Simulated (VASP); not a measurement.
# MgCd3O (P4mm) in VASP: a series of runs

The runs below take MgCd3O through relaxation of cell and atoms, single point, with PBE.

Everything below comes from runs of VASP 6.6.1. Logs are shortened: lines on timing, memory, paths and dates and some standing lists are left out, and cuts for length are marked.

## (1) The cell of the first run

It takes space group P4mm (No. 99, tetragonal). Conventional cell: a = 4.101 Å, b = 4.101 Å, c = 7.634 Å, α = 90.00°, β = 90.00°, γ = 90.00°. Within 3.7 Å of Mg (site symmetry 4mm) lie 5 Cd at 2.79 to 3.01 Å. Cd (site symmetry 2mm) has 2 O at 2.37 Å and 4 Cd at 2.90 Å and 2 Mg at 3.01 Å within 3.1 Å. Cd (site symmetry 4mm) has 1 Mg at 2.79 Å and 4 O at 3.24 Å and 4 Cd at 3.34 Å within 3.7 Å. Within 3.1 Å of O (site symmetry 4mm) lie 4 Cd at 2.37 Å.

The cell was generated, and may not be a known phase.

## (2) Relaxation of cell and atoms, PBE

The input, INCAR:

```
SYSTEM = MgCd3O
ALGO = Normal
EDIFF = 1E-7
EDIFFG = -0.01
ENCUT = 600
GGA = PE
GGA_COMPAT = .FALSE.
IBRION = 2
ISIF = 3
ISMEAR = 0
LASPH = .TRUE.
LCHARG = .FALSE.
LREAL = .FALSE.
LWAVE = .FALSE.
NELM = 120
NELMIN = 4
NSW = 100
PREC = Accurate
SIGMA = 0.1
```

The input, KPOINTS:

```
k-points
0
G
  10 10 6
  0 0 0
```

The input, POSCAR:

```
MgCd3O
1.0
    4.1005635223      0.0000000000      0.0000000000
    0.0000000000      4.1005635223      0.0000000000
    0.0000000000      0.0000000000      7.6338431488
Mg Cd O
1 3 1
Direct
    0.5000000000      0.5000000000      0.6221183054
    0.5000000000      0.0000000000      0.9104792637
    0.0000000000      0.5000000000      0.9104792637
    0.5000000000      0.5000000000      0.2565504396
    0.0000000000      0.0000000000      1.0671233574
```

Potentials or basis: VASP PAW PBE potentials, release 64 (Mg, Cd, O).

Command:

```console
$ cat potpaw_PBE.64/Mg/POTCAR potpaw_PBE.64/Cd/POTCAR potpaw_PBE.64/O/POTCAR > POTCAR
$ mpirun -np 1 vasp_std > vasp.out
```

OUTCAR:

```text
SYSTEM = MgCd3O
   EDIFF = 1E-7
   EDIFFG = -0.01
   ENCUT = 600
   GGA = PE
   IBRION = 2
   ISIF = 3
   ISMEAR = 0
   LASPH = .TRUE.
   LREAL = .FALSE.
   NELM = 120
   NELMIN = 4
   NSW = 100
   PREC = Accurate

 ion  position               nearest neighbor table
   1  0.500  0.500  0.622-   4 2.79   3 3.01   2 3.01   2 3.01   3 3.01
   2  0.500  0.000  0.910-   5 2.37   5 2.37   3 2.90   3 2.90   3 2.90   3 2.90   1 3.01   1 3.01
                             4 3.34   4 3.34
   3  0.000  0.500  0.910-   5 2.37   5 2.37   2 2.90   2 2.90   2 2.90   2 2.90   1 3.01   1 3.01
                             4 3.34   4 3.34
   4  0.500  0.500  0.257-   1 2.79   2 3.34   3 3.34   2 3.34   3 3.34
   5  0.000  0.000  0.067-   2 2.37   3 2.37   3 2.37   2 2.37

  LATTYP: Found a simple tetragonal cell.
 ALAT       =     4.1005635223
 C/A-ratio  =     1.8616570887

  Lattice vectors:

 A1 = (   4.1005635223,   0.0000000000,   0.0000000000)
 A2 = (   0.0000000000,   4.1005635223,   0.0000000000)
 A3 = (   0.0000000000,   0.0000000000,   7.6338431488)

Analysis of symmetry for initial positions (statically):
=====================================================================
 Subroutine PRICEL returns:
 Original cell was already a primitive cell.

 Routine SETGRP: Setting up the symmetry group for a
 simple tetragonal supercell.

 Subroutine GETGRP returns: Found  8 space group operations
 (whereof  8 operations were pure point group operations)
 out of a pool of 16 trial point group operations.

The static configuration has the point symmetry C_4v.

Analysis of symmetry for dynamics (positions and initial velocities):
=====================================================================
 Subroutine PRICEL returns:
 Original cell was already a primitive cell.

 Routine SETGRP: Setting up the symmetry group for a
 simple tetragonal supercell.

 Subroutine GETGRP returns: Found  8 space group operations
 (whereof  8 operations were pure point group operations)
 out of a pool of 16 trial point group operations.

The dynamic configuration has the point symmetry C_4v.

 Subroutine INISYM returns: Found  8 space group operations
 (whereof  8 operations are pure point group operations),
 and found     1 'primitive' translations

----------------------------------------------------------------------------------------

                                     Primitive cell

  volume of cell :     128.3602

[... 118 lines left out ...]
   LORBIT       =      0    0 simple, 1 ext, 2 COOP (PROOUT), +10 PAW based schemes
   GGA     = PE    functional components
   LHFCALC =     F    Hartree Fock is set to
   AEXX    =    0.0000 exact exchange contribution
   IVDW    =     0    specifies the selected vdW correction
   LEPSILON=     F    determine dielectric tensor
   LRPA    =     F    only Hartree local field effects (RPA)
 conjugate gradient relaxation of ions
 non-spin polarized calculation
 Gauss-broadening in eV      SIGMA  =   0.10
  energy-cutoff  :      600.00
  volume of cell :      128.36
 maximum number of plane-waves:      4326
 NGX is ok and might be reduce to    36
   NGX = 17   NGY = 17   NGZ = 31

--------------------------------------- Ionic step        1  -------------------------------------------

 number of electron      43.9999987 magnetization

 Free energy of the ion-electron system (eV)
  ---------------------------------------------------
  ext. energy  EPLUGINS =         0.00000000
  ---------------------------------------------------
  free energy    TOTEN  =        -8.86596574 eV

  energy without entropy =       -8.85238612  energy(sigma->0) =       -8.85917593

------------------------ aborting loop because EDIFF is reached ----------------------------------------

  FORCE on cell =-STRESS in cart. coord.  units (eV):
  Direction    XX          YY          ZZ          XY          YZ          ZX
  --------------------------------------------------------------------------------------
  -------------------------------------------------------------------------------------
  Total        0.2805932      0.2805932      0.0121692      0.0000000      0.0000000     -0.0000000
  in kB        3.5023333      3.5023333      0.1518950      0.0000000      0.0000000     -0.0000000
  external PRESSURE =       2.3855205 kB  Pullay stress =       0.0000000 kB
[... 98 lines left out ...]
  FREE ENERGIE OF THE ION-ELECTRON SYSTEM (eV)
  ---------------------------------------------------
  free  energy   TOTEN  =        -8.8692518110 eV

  energy  without entropy=       -8.8559320293  energy(sigma->0) =       -8.86259192

[... ionic steps 4 to 7 ...]

--------------------------------------- Ionic step        8  -------------------------------------------

 number of electron      43.9999988 magnetization

------------------------ aborting loop because EDIFF is reached ----------------------------------------
[... 73 lines left out ...]
--------------------------------------- Ionic step       10  -------------------------------------------

 number of electron      43.9999987 magnetization

 Free energy of the ion-electron system (eV)
  ---------------------------------------------------
  ext. energy  EPLUGINS =         0.00000000
  ---------------------------------------------------
  free energy    TOTEN  =        -8.87133479 eV

  energy without entropy =       -8.85854007  energy(sigma->0) =       -8.86493743

 E-fermi :   0.9807     XC(G=0):  -8.7997

 val. band max:        0.9693102315   @ k =   0.3000   0.0000   0.0000
 cond. band min:       0.9932512657   @ k =   0.3000   0.3000   0.3333
 fundamental gap:      0.0239410343
 Fermi energy:         0.9806652033

 k-point     1 :       0.0000    0.0000    0.0000
  band No.  band energies     occupation
      1     -16.2910      2.00000
      2      -8.5925      2.00000
      3      -8.4880      2.00000
      4      -8.1264      2.00000
      5      -8.0480      2.00000
      6      -8.0480      2.00000
[... 685 lines left out ...]
     25       4.3712      0.00000
     26       5.3342      0.00000

 [... further k-points ...]

------------------------ aborting loop because EDIFF is reached ----------------------------------------

  FORCE on cell =-STRESS in cart. coord.  units (eV):
  Direction    XX          YY          ZZ          XY          YZ          ZX
  --------------------------------------------------------------------------------------
  -------------------------------------------------------------------------------------
  Total        0.0185424      0.0185424      0.0086044      0.0000000      0.0000000      0.0000000
  in kB        0.2324699      0.2324699      0.1078753      0.0000000      0.0000000      0.0000000
  external PRESSURE =       0.1909384 kB  Pullay stress =       0.0000000 kB
[... 20 lines left out ...]
  FREE ENERGIE OF THE ION-ELECTRON SYSTEM (eV)
  ---------------------------------------------------
  free  energy   TOTEN  =        -8.8713347932 eV

  energy  without entropy=       -8.8585400673  energy(sigma->0) =       -8.86493743

 reached required accuracy - stopping structural energy minimisation
```

OSZICAR:

```text
N       E                     dE             d eps       ncg     rms          rms(c)
DAV:   1     0.320530921752E+03    0.32053E+03   -0.23176E+04  4368   0.172E+03
DAV:   2     0.930958489766E+01   -0.31122E+03   -0.30349E+03  4522   0.402E+02
DAV:   3    -0.118285863960E+02   -0.21138E+02   -0.20914E+02  4962   0.970E+01
DAV:   4    -0.121454762600E+02   -0.31689E+00   -0.31627E+00  4656   0.104E+01
[... 101 lines left out ...]
DAV:   4    -0.887133799617E+01    0.41465E-04   -0.24611E-04  4876   0.722E-02    0.452E-02
DAV:   5    -0.887133487140E+01    0.31248E-05   -0.38145E-05  4492   0.381E-02    0.877E-03
DAV:   6    -0.887133454638E+01    0.32502E-06   -0.47001E-06  4650   0.143E-02    0.303E-03
DAV:   7    -0.887133470931E+01   -0.16293E-06   -0.79173E-07  3932   0.445E-03    0.104E-03
DAV:   8    -0.887133479316E+01   -0.83849E-07   -0.70991E-08  2250   0.164E-03
  10 F= -.88713348E+01 E0= -.88649374E+01  d E =-.313819E-04
```

CONTCAR:

```text
MgCd3O
   1.00000000000000
     4.1022839597363916    0.0000000000000000    0.0000000000000000
     0.0000000000000000    4.1022839597363916    0.0000000000000000
    -0.0000000000000000    0.0000000000000000    7.5938020487895805
  Mg              Cd              O
     1     3     1
Direct
     0.5000000000000000    0.5000000000000000    0.6223852702691990
     0.5000000000000000    0.0000000000000000    0.9080548634974881
     0.0000000000000000    0.5000000000000000    0.9080548634974881
     0.5000000000000000    0.5000000000000000    0.2563379379767077
     0.0000000000000000    0.0000000000000000    0.0719176945591105

  0.00000000E+00  0.00000000E+00  0.00000000E+00
  0.00000000E+00  0.00000000E+00  0.00000000E+00
  0.00000000E+00  0.00000000E+00  0.00000000E+00
  0.00000000E+00  0.00000000E+00  0.00000000E+00
  0.00000000E+00  0.00000000E+00  0.00000000E+00
```

Run time: 15 min. Hardware: 1 thread of AMD EPYC 9R45 (Zen 5), shared host; peak memory 0.49 GiB.

Results:

- Free energy: -8.8713 eV
- Relaxed volume: 25.56 Å³/atom
- Relaxed cell: a = 4.102 Å, b = 4.102 Å, c = 7.594 Å, α = 90.00°, β = 90.00°, γ = 90.00°
- Space group after relaxing (to 0.1 Å): P4mm (No. 99)
- Energy gained by relaxing: 1.1 meV/atom
- Ionic steps: 10
- Pressure after relaxing: 0.0 GPa
- Largest force after relaxing: 0.007 eV/Å
- Band gap on the k mesh: zero (bands 22 and 23 overlap by 1.52 eV)

Forces in eV/Å, atoms in the order of the input:
```
Mg   0.000  0.000  0.000
Cd   0.000  0.000  0.001
Cd   0.000  0.000  0.001
Cd   0.000  0.000 -0.007
O    0.000  0.000  0.004
```

Step by step:
```csv
step,energy change (eV),largest force (eV/Å),pressure (GPa),volume (Å³)
1,0.0000,0.1697,0.24,128.36
2,-0.0029,0.0832,-0.07,129.07
3,-0.0033,0.0411,-0.24,129.45
4,-0.0045,0.0334,-0.13,128.92
5,-0.0051,0.0267,0.00,128.27
6,-0.0050,0.0270,-0.01,128.29
7,-0.0051,0.0218,-0.01,128.23
8,-0.0053,0.0153,-0.01,128.04
9,-0.0053,0.0135,-0.02,127.95
10,-0.0054,0.0067,0.02,127.79
```

Final structure:
```
Mg Cd O
1.0
     4.10228    0.00000    0.00000
     0.00000    4.10228    0.00000
     0.00000    0.00000    7.59380
Mg Cd O
1 3 1
Direct
  0.50000 0.50000 0.62239
  0.50000 0.00000 0.90805
  0.00000 0.50000 0.90805
  0.50000 0.50000 0.25634
  0.00000 0.00000 0.07192
```

## (3) Single point, PBE

This run uses another cell than the first one, of 20.39 Å³/atom.

The input, INCAR:

```
SYSTEM = MgCd3O
PREC = Accurate
ENCUT = 840
EDIFF = 1E-6
ISMEAR = 0
SIGMA = 0.1
LREAL = .FALSE.
LASPH = .TRUE.
NELM = 120
ALGO = Normal
ISIF = 2
LWAVE = .FALSE.
LCHARG = .FALSE.
GGA = PE
NBANDS = 46
GGA_COMPAT = .FALSE.
```

The input, KPOINTS:

```
Automatic mesh
0
G
  4 4 4
  0 0 0
```

The input, POSCAR:

```
MgCd3O
1.0
    4.4877220700      0.0000000000      0.0000000000
    0.0000000000      4.4877220700      0.0000000000
    0.0000000000      0.0000000000      5.0619580200
Mg Cd O
1 3 1
Direct
    0.5000000000      0.5000000000      0.5804528200
    0.5000000000      0.0000000000      0.0426836700
    0.0000000000      0.5000000000      0.0426836700
    0.5000000000      0.5000000000      0.1263733200
    0.0000000000      0.0000000000      0.9745571500
```

Potentials or basis: VASP PAW PBE potentials, release 64 (Mg_sv, Cd_sv_GW, O).

Command:

```console
$ cat potpaw_PBE.64/Mg_sv/POTCAR potpaw_PBE.64/Cd_sv_GW/POTCAR potpaw_PBE.64/O/POTCAR > POTCAR
$ mpirun -np 1 vasp_std > vasp.out
```

OUTCAR:

```text
SYSTEM = MgCd3O
   PREC = Accurate
   ENCUT = 840
   EDIFF = 1E-6
   ISMEAR = 0
   LREAL = .FALSE.
   LASPH = .TRUE.
   NELM = 120
   ISIF = 2
   GGA = PE

 ion  position               nearest neighbor table
   1  0.500  0.500  0.580-   4 2.30
   2  0.500  0.000  0.043-   5 2.27   5 2.27   4 2.28   4 2.28
   3  0.000  0.500  0.043-   5 2.27   5 2.27   4 2.28   4 2.28
   4  0.500  0.500  0.126-   2 2.28   3 2.28   2 2.28   3 2.28   1 2.30
   5  0.000  0.000  0.975-   2 2.27   3 2.27   3 2.27   2 2.27

  LATTYP: Found a simple tetragonal cell.
 ALAT       =     4.4877220700
 C/A-ratio  =     1.1279571108

  Lattice vectors:

 A1 = (   4.4877220700,   0.0000000000,   0.0000000000)
 A2 = (   0.0000000000,   4.4877220700,   0.0000000000)
 A3 = (   0.0000000000,   0.0000000000,   5.0619580200)

Analysis of symmetry for initial positions (statically):
=====================================================================
 Subroutine PRICEL returns:
 Original cell was already a primitive cell.

 Routine SETGRP: Setting up the symmetry group for a
 simple tetragonal supercell.

 Subroutine GETGRP returns: Found  8 space group operations
 (whereof  8 operations were pure point group operations)
 out of a pool of 16 trial point group operations.

The static configuration has the point symmetry C_4v.

Analysis of symmetry for dynamics (positions and initial velocities):
=====================================================================
 Subroutine PRICEL returns:
 Original cell was already a primitive cell.

 Routine SETGRP: Setting up the symmetry group for a
 simple tetragonal supercell.

 Subroutine GETGRP returns: Found  8 space group operations
 (whereof  8 operations were pure point group operations)
 out of a pool of 16 trial point group operations.

The dynamic configuration has the point symmetry C_4v.

 Subroutine INISYM returns: Found  8 space group operations
[... 113 lines left out ...]
   IALGO  =     38    algorithm
   IMIX   =      4    mixing-type and parameters
     AMIX     =   0.40;   BMIX     =  1.00
     AMIX_MAG =   1.60;   BMIX_MAG =  1.00
  volume/ion in A,a.u.               =      20.39       137.59
  Fermi-wavevector in a.u.,A,eV,Ry     =   1.484417  2.805141 29.980348  2.203493
  Thomas-Fermi vector in A             =   2.597956
   LORBIT       =      0    0 simple, 1 ext, 2 COOP (PROOUT), +10 PAW based schemes
   GGA     = PE    functional components
   LHFCALC =     F    Hartree Fock is set to
   AEXX    =    0.0000 exact exchange contribution
   IVDW    =     0    specifies the selected vdW correction
   LEPSILON=     F    determine dielectric tensor
   LRPA    =     F    only Hartree local field effects (RPA)
 non-spin polarized calculation
 Gauss-broadening in eV      SIGMA  =   0.10
  energy-cutoff  :      840.00
  volume of cell :      101.95
 maximum number of plane-waves:      5664
   NGX = 21   NGY = 21   NGZ = 23

 number of electron      75.9999977 magnetization

 Free energy of the ion-electron system (eV)
  ---------------------------------------------------
  ext. energy  EPLUGINS =         0.00000000
  ---------------------------------------------------
  free energy    TOTEN  =        -3.46898395 eV

  energy without entropy =       -3.45652420  energy(sigma->0) =       -3.46275408

 E-fermi :   4.5088     XC(G=0):  -9.8461

 val. band max:        4.4608499769   @ k =   0.2500   0.2500   0.0000
 cond. band min:       4.5418816582   @ k =   0.2500   0.2500   0.2500
 fundamental gap:      0.0810316813
 Fermi energy:         4.5087847386

 k-point     1 :       0.0000    0.0000    0.0000
  band No.  band energies     occupation
      1    -100.0707      2.00000
      2     -98.6146      2.00000
      3     -98.6133      2.00000
      4     -71.9664      2.00000
      5     -61.2759      2.00000
      6     -61.2759      2.00000
[... 871 lines left out ...]
     45      14.0442      0.00000
     46      14.0500      0.00000

------------------------ aborting loop because EDIFF is reached ----------------------------------------

  FORCE on cell =-STRESS in cart. coord.  units (eV):
  Direction    XX          YY          ZZ          XY          YZ          ZX
  --------------------------------------------------------------------------------------
  -------------------------------------------------------------------------------------
  Total       28.2460134     28.2460134     10.8537055      0.0000000      0.0000000      0.0000000
  in kB      443.9124229    443.9124229    170.5760963      0.0000000      0.0000000      0.0000000
  external PRESSURE =     352.8003140 kB  Pullay stress =       0.0000000 kB

 VOLUME and BASIS-vectors are now :
 -----------------------------------------------------------------------------
  energy-cutoff  :      840.00
  volume of cell :      101.95
      direct lattice vectors                 reciprocal lattice vectors
     4.487722070  0.000000000  0.000000000     0.222830199  0.000000000  0.000000000
     0.000000000  4.487722070  0.000000000     0.000000000  0.222830199  0.000000000
     0.000000000  0.000000000  5.061958020     0.000000000  0.000000000  0.197552014

 POSITION                                       TOTAL-FORCE (eV/Angst)
 -----------------------------------------------------------------------------------
      2.24386      2.24386      2.93823         0.000000      0.000000      2.623310
      2.24386      0.00000      0.21606         0.000000      0.000000     -1.709140
      0.00000      2.24386      0.21606         0.000000      0.000000     -1.709140
      2.24386      2.24386      0.63970         0.000000     -0.000000      1.389998
      0.00000      0.00000      4.93317        -0.000000      0.000000     -0.595029
 -----------------------------------------------------------------------------------
    total drift:                                0.000000     -0.000000     -0.010957

  FREE ENERGIE OF THE ION-ELECTRON SYSTEM (eV)
  ---------------------------------------------------
  free  energy   TOTEN  =        -3.4689839548 eV

  energy  without entropy=       -3.4565242044  energy(sigma->0) =       -3.46275408
```

Wall time 1.9 min (1 thread of Intel Xeon 6975P-C (Granite Rapids), shared host); peak memory 0.37 GiB.

Results:

```yaml
Free_energy: -3.4690 eV
Pressure: 35.3 GPa
Largest_force: 2.623 eV/Å
Band_gap_on_the_k_mesh: zero (bands 38 and 39 overlap by 1.76 eV)
```

Forces on the atoms (eV/Å):
```
Mg   0.000  0.000  2.623
Cd   0.000  0.000 -1.709
Cd   0.000  0.000 -1.709
Cd   0.000  0.000  1.390
O    0.000  0.000 -0.595
```

Caveat: the stress differs along the axes, from 17 to 44 GPa; forces of over 1 eV/Å act on the atoms, so gaps and moduli don't describe the material at rest.

The gap in the log of VASP goes by the Fermi energy; the results here count the filled bands.